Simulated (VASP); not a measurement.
# FeRu (P-6m2) in VASP: single point with LDA

Aim: the single point of FeRu with LDA.

Everything below comes from runs of VASP 6.6.1. Logs are shortened: lines on timing, memory, paths and dates and some standing lists are left out, and cuts for length are marked.

**1. The cell of the first run**

The structure is hexagonal, space group P-6m2 (No. 187). Conventional cell: a = 2.643 Å, b = 2.643 Å, c = 4.070 Å, α = 90.00°, β = 90.00°, γ = 120.00°. Fe (site symmetry -6m2) has 6 Ru at 2.54 Å and 6 Fe at 2.64 Å within 3.4 Å. Within 3.4 Å of Ru (site symmetry -6m2) lie 6 Fe at 2.54 Å and 6 Ru at 2.64 Å.

**2. Single point, LDA**

File INCAR:

```
  ALGO = Normal
  EDIFF = 1E-6
  ENCUT = 690
  GGA_COMPAT = False
  ISIF = 2
  ISMEAR = -1
  LASPH = True
  LCHARG = False
  LREAL = False
  LWAVE = False
  NBANDS = 23
  NELM = 120
  PREC = Accurate
  SIGMA = 0.05
```

File KPOINTS:

```
k-points
0
Gamma
  12 12 7
```

File POSCAR:

```
FeRu
1.0
    2.6428014205      0.0000000000      0.0000000000
   -1.3214007102      2.2887331673      0.0000000000
    0.0000000000      0.0000000000      4.0702270000
Fe Ru
1 1
Direct
    0.0000000000      0.0000000000      0.5000000000
    0.6666666667      0.3333333333      0.0000000000
```

Potentials or basis: VASP PAW LDA potentials, release 64 (Fe_sv, Ru_sv).

Started as:

```sh
$ cat potpaw_LDA.64/Fe_sv/POTCAR potpaw_LDA.64/Ru_sv/POTCAR > POTCAR
$ mpirun -np 1 vasp_std > vasp.out
```

OUTCAR:

```text
EDIFF = 1E-6
   ENCUT = 690
   ISIF = 2
   ISMEAR = -1
   LASPH = True
   LREAL = False
   NELM = 120
   PREC = Accurate

 ion  position               nearest neighbor table
   1  0.000  0.000  0.500-   2 2.54   2 2.54   2 2.54   2 2.54   2 2.54   2 2.54
   2  0.667  0.333  0.000-   1 2.54   1 2.54   1 2.54   1 2.54   1 2.54   1 2.54

  LATTYP: Found a hexagonal cell.
 ALAT       =     2.6428014205
 C/A-ratio  =     1.5401183640

  Lattice vectors:

 A1 = (   2.6428014205,   0.0000000000,   0.0000000000)
 A2 = (  -1.3214007102,   2.2887331673,   0.0000000000)
 A3 = (   0.0000000000,   0.0000000000,   4.0702270000)

Analysis of symmetry for initial positions (statically):
=====================================================================
 Subroutine PRICEL returns:
 Original cell was already a primitive cell.

 Routine SETGRP: Setting up the symmetry group for a
 hexagonal supercell.

 Subroutine GETGRP returns: Found 12 space group operations
 (whereof 12 operations were pure point group operations)
 out of a pool of 24 trial point group operations.

The static configuration has the point symmetry D_3h.

Analysis of symmetry for dynamics (positions and initial velocities):
=====================================================================
 Subroutine PRICEL returns:
 Original cell was already a primitive cell.

 Routine SETGRP: Setting up the symmetry group for a
 hexagonal supercell.

 Subroutine GETGRP returns: Found 12 space group operations
 (whereof 12 operations were pure point group operations)
 out of a pool of 24 trial point group operations.

The dynamic configuration has the point symmetry D_3h.

 Subroutine INISYM returns: Found 12 space group operations
 (whereof 12 operations are pure point group operations),
 and found     1 'primitive' translations

----------------------------------------------------------------------------------------

                                     Primitive cell

  volume of cell :      24.6194

  direct lattice vectors                    reciprocal lattice vectors
     2.642801421  0.000000000  0.000000000     0.378386356  0.218461465  0.000000000
    -1.321400710  2.288733167  0.000000000     0.000000000  0.436922929  0.000000000
     0.000000000  0.000000000  4.070227000     0.000000000  0.000000000  0.245686543

  length of vectors
     2.642801421  2.642801420  4.070227000     0.436922929  0.436922929  0.245686543

  position of ions in fractional coordinates (direct lattice)
     0.000000000  0.000000000  0.500000000
     0.666666667  0.333333333  0.000000000

  ion indices of the primitive-cell ions
   primitive index   ion index
                 1           1
                 2           2

----------------------------------------------------------------------------------------

 KPOINTS: k-points

Automatic generation of k-mesh.
 Grid dimensions read from file:
 generate k-points for:   12   12    7

 Generating k-lattice:

  Cartesian coordinates                     Fractional coordinates (reciprocal lattice)
     0.031532196  0.018205122  0.000000000     0.083333333  0.000000000  0.000000000
     0.000000000  0.036410244  0.000000000     0.000000000  0.083333333  0.000000000
     0.000000000  0.000000000  0.035098078     0.000000000  0.000000000  0.142857143

  Length of vectors
     0.036410244  0.036410244  0.035098078

  Shift w.r.t. Gamma in fractional coordinates (k-lattice)
     0.000000000  0.000000000  0.000000000

 Subroutine IBZKPT returns following result:
 ===========================================

 Found     76 irreducible k-points:

 Following reciprocal coordinates:
            Coordinates               Weight
  0.000000  0.000000  0.000000      1.000000
  0.083333 -0.000000  0.000000      6.000000
  0.166667 -0.000000  0.000000      6.000000
  0.250000 -0.000000  0.000000      6.000000
  0.333333 -0.000000  0.000000      6.000000
  0.416667 -0.000000  0.000000      6.000000
[... 16 lines left out ...]
  0.250000 -0.000000  0.142857     12.000000
  0.333333 -0.000000  0.142857     12.000000
 [... further k-points ...]
   k-points           NKPTS =     76   k-points in BZ     NKDIM =     76   number of bands    NBANDS=     23
   number of dos      NEDOS =    301   number of ions     NIONS =      2
   total plane-waves  NPLWV =  20736
   dimension x,y,z NGX =    24 NGY =   24 NGZ =   36
   dimension x,y,z NGXF=    48 NGYF=   48 NGZF=   72
   ions per type =               1   1
   NGX,Y,Z   is equivalent  to a cutoff of  15.10, 15.10, 14.70 a.u.
   NGXF,Y,Z  is equivalent  to a cutoff of  30.19, 30.19, 29.41 a.u.
 SYSTEM =  unknown system
   PREC   = accura    normal or accurate (medium, high low for compatibility)
   ISTART =      0    job   : 0-new  1-cont  2-samecut
   ICHARG =      2    charge: 1-file 2-atom 10-const
   ISPIN  =      1    spin polarized calculation?
   LNONCOLLINEAR =      F non collinear calculations
   LSORBIT =      F    spin-orbit coupling
   LASPH  =      T    aspherical Exc in radial PAW
   ENCUT  =  690.0 eV  50.71 Ry    7.12 a.u.   5.66  5.66  8.72*2*pi/ulx,y,z
   NELM   =    120;   NELMIN=  2; NELMDL= -5     # of ELM steps
   EDIFF  = 0.1E-05   stopping-criterion for ELM
   LREAL  =      F    real-space projection
   EDIFFG = 0.1E-04   stopping-criterion for IOM
   NSW    =      0    number of steps for IOM
   IBRION =     -1    ionic relax: 0-MD 1-quasi-New 2-CG
   NFREE  =      0    steps in history (QN), initial steepest desc. (CG)
   ISIF   =      2    stress and relaxation
   ISYM   =      2    0-nonsym 1-usesym 2-fastsym
   POTIM  = 0.5000    time-step for ionic-motion
   TEBEG  =    0.0;   TEEND  =   0.0 temperature during run
   PSTRESS=    0.0 pullay stress
   NELECT =      32.0000    total number of electrons
   NUPDOWN=      -1.0000    fix difference up-down
   EMIN   =  10.00;   EMAX   =-10.00  energy-range for DOS
   EFERMI =   0.00;   METHOD = LEGACY
   ISMEAR =    -1;   SIGMA  =   0.05  broadening in eV -4-tet -1-fermi 0-gaus
   EFERMI_NEDOS =   21; number of points for ismear=-14 and -15
   IALGO  =     38    algorithm
   IMIX   =      4    mixing-type and parameters
     AMIX     =   0.40;   BMIX     =  1.00
     AMIX_MAG =   1.60;   BMIX_MAG =  1.00
  volume/ion in A,a.u.               =      12.31        83.07
  Fermi-wavevector in a.u.,A,eV,Ry     =   1.786619  3.376221 43.429918  3.192009
  Thomas-Fermi vector in A             =   2.850164
   LORBIT       =      0    0 simple, 1 ext, 2 COOP (PROOUT), +10 PAW based schemes
   GGA     = CA    functional components
   LHFCALC =     F    Hartree Fock is set to
   AEXX    =    0.0000 exact exchange contribution
   IVDW    =     0    specifies the selected vdW correction
   LEPSILON=     F    determine dielectric tensor
   LRPA    =     F    only Hartree local field effects (RPA)
 non-spin polarized calculation
  energy-cutoff  :      690.00
  volume of cell :       24.62
 maximum number of plane-waves:      1031
 NGX is ok and might be reduce to    24
   NGX = 11   NGY = 11   NGZ = 17

 number of electron      31.9999993 magnetization

 Free energy of the ion-electron system (eV)
  ---------------------------------------------------
  ext. energy  EPLUGINS =         0.00000000
  ---------------------------------------------------
  free energy    TOTEN  =       -19.91838296 eV

  energy without entropy =      -19.90016147  energy(sigma->0) =      -19.90927222

 E-fermi :  13.6882     XC(G=0): -14.4149

 val. band max:       13.6846900079   @ k =   0.1667   0.0833   0.2857
 cond. band min:      13.6921850350   @ k =   0.3333   0.0833   0.2857
 fundamental gap:      0.0074950271
 Fermi energy:        13.6881597113

 k-point     1 :       0.0000    0.0000    0.0000
  band No.  band energies     occupation
      1     -72.3674      2.00000
      2     -58.9656      2.00000
      3     -39.0464      2.00000
      4     -38.8115      2.00000
      5     -38.8115      2.00000
      6     -29.1498      2.00000
[... 15 lines left out ...]
     22      29.6887      0.00000
     23      34.5390      0.00000

 k-point     2 :       0.0833   -0.0000    0.0000
  band No.  band energies     occupation
      1     -72.3655      2.00000
      2     -58.9561      2.00000
      3     -39.0441      2.00000
      4     -38.8256      2.00000
      5     -38.8150      2.00000
      6     -29.1418      2.00000
[... 15 lines left out ...]
     22      30.0593      0.00000
     23      33.4477      0.00000

 k-point     3 :       0.1667   -0.0000    0.0000
  band No.  band energies     occupation
      1     -72.3601      2.00000
      2     -58.9299      2.00000
      3     -39.0373      2.00000
      4     -38.8638      2.00000
      5     -38.8244      2.00000
      6     -29.1200      2.00000
[... 15 lines left out ...]
     22      29.4584      0.00000
     23      32.1848      0.00000

 k-point     4 :       0.2500   -0.0000    0.0000
  band No.  band energies     occupation
      1     -72.3527      2.00000
      2     -58.8940      2.00000
      3     -39.0278      2.00000
      4     -38.9158      2.00000
      5     -38.8372      2.00000
      6     -29.1404      2.00000
[... 15 lines left out ...]
     22      26.6613      0.00000
     23      30.4276      0.00000

 k-point     5 :       0.3333   -0.0000    0.0000
  band No.  band energies     occupation
      1     -72.3454      2.00000
      2     -58.8579      2.00000
      3     -39.0182      2.00000
      4     -38.9671      2.00000
      5     -38.8500      2.00000
      6     -29.3725      2.00000
[... 15 lines left out ...]
     22      24.3921      0.00000
     23      28.6757      0.00000

 k-point     6 :       0.4167   -0.0000    0.0000
  band No.  band energies     occupation
      1     -72.3400      2.00000
      2     -58.8313      2.00000
      3     -39.0113      2.00000
      4     -39.0050      2.00000
      5     -38.8594      2.00000
      6     -29.5394      2.00000
[... 15 lines left out ...]
     22      24.2334      0.00000
     23      27.3869      0.00000

 k-point     7 :       0.5000   -0.0000    0.0000
  band No.  band energies     occupation
      1     -72.3380      2.00000
      2     -58.8215      2.00000
      3     -39.0188      2.00000
      4     -39.0088      2.00000
      5     -38.8628      2.00000
      6     -29.5999      2.00000
[... 353 lines left out ...]
     22      29.5734      0.00000
     23      33.6137      0.00000

 k-point    21 :       0.0833   -0.0000    0.1429
  band No.  band energies     occupation
      1     -72.3654      2.00000
      2     -58.9563      2.00000
      3     -39.0419      2.00000
      4     -38.8256      2.00000
      5     -38.8150      2.00000
      6     -29.1470      2.00000
[... 15 lines left out ...]
     22      29.9557      0.00000
     23      33.0388      0.00000

 k-point    22 :       0.1667   -0.0000    0.1429
  band No.  band energies     occupation
      1     -72.3601      2.00000
      2     -58.9301      2.00000
      3     -39.0355      2.00000
      4     -38.8640      2.00000
      5     -38.8243      2.00000
      6     -29.1240      2.00000
[... 15 lines left out ...]
     22      29.5289      0.00000
     23      31.9401      0.00000

 k-point    23 :       0.2500   -0.0000    0.1429
  band No.  band energies     occupation
      1     -72.3527      2.00000
      2     -58.8941      2.00000
      3     -39.0267      2.00000
      4     -38.9160      2.00000
      5     -38.8371      2.00000
      6     -29.1399      2.00000
[... 15 lines left out ...]
     22      26.9277      0.00000
     23      30.7547      0.00000

 k-point    24 :       0.3333   -0.0000    0.1429
  band No.  band energies     occupation
      1     -72.3453      2.00000
      2     -58.8579      2.00000
      3     -39.0179      2.00000
      4     -38.9677      2.00000
      5     -38.8498      2.00000
      6     -29.3714      2.00000
[... 15 lines left out ...]
     22      25.5699      0.00000
     23      29.0772      0.00000

 [... further k-points ...]

------------------------ aborting loop because EDIFF is reached ----------------------------------------

  FORCE on cell =-STRESS in cart. coord.  units (eV):
  Direction    XX          YY          ZZ          XY          YZ          ZX
  --------------------------------------------------------------------------------------
  -------------------------------------------------------------------------------------
  Total       -3.1502208     -3.1502208     -3.0642228     -0.0000000      0.0000000      0.0000000
  in kB     -205.0091558   -205.0091558   -199.4126021     -0.0000000      0.0000000      0.0000000
  external PRESSURE =    -203.1436379 kB  Pullay stress =       0.0000000 kB

 VOLUME and BASIS-vectors are now :
 -----------------------------------------------------------------------------
  energy-cutoff  :      690.00
  volume of cell :       24.62
      direct lattice vectors                 reciprocal lattice vectors
     2.642801421  0.000000000  0.000000000     0.378386356  0.218461465  0.000000000
    -1.321400710  2.288733167  0.000000000     0.000000000  0.436922929  0.000000000
     0.000000000  0.000000000  4.070227000     0.000000000  0.000000000  0.245686543

 POSITION                                       TOTAL-FORCE (eV/Angst)
 -----------------------------------------------------------------------------------
      0.00000      0.00000      2.03511        -0.000000      0.000000      0.000000
      1.32140      0.76291      0.00000         0.000000      0.000000      0.000000
 -----------------------------------------------------------------------------------
    total drift:                               -0.000000      0.000000      0.000000

  FREE ENERGIE OF THE ION-ELECTRON SYSTEM (eV)
  ---------------------------------------------------
  free  energy   TOTEN  =       -19.9183829649 eV

  energy  without entropy=      -19.9001614720  energy(sigma->0) =      -19.90927222
```

Run time: 41 s. Hardware: 1 thread of Intel Xeon Platinum 8259CL at 2.50GHz (Skylake/Cascade Lake), shared host; peak memory 0.18 GiB.

Results:

```yaml
Free_energy: -19.9184 eV
Pressure: -20.3 GPa
Band_gap_on_the_k_mesh: zero (bands 16 and 17 overlap by 1.89 eV)
```

Levels at points of the mesh, in eV from the Fermi level:
| k point | band 12 | band 13 | band 14 | band 15 | band 16 | band 17 | band 18 | band 19 | band 20 | band 21 |
| --- | --- | --- | --- | --- | --- | --- | --- | --- | --- | --- |
| (0.00, 0.00, 0.00) | -2.41 | -1.51 | -1.15 | -1.15 | -1.13 | -1.13 | 1.01 | 1.01 | 1.22 | 9.68 |
| (0.50, 0.00, 0.00) | -2.44 | -1.95 | -1.43 | -1.00 | 0.55 | 1.47 | 2.02 | 2.88 | 5.67 | 10.77 |

Caveat: the cell stands under tension; the run has no spin polarisation, though such a crystal can be magnetic. Spin polarisation is off, so any magnetic state and its effect on volume and gap are missing.
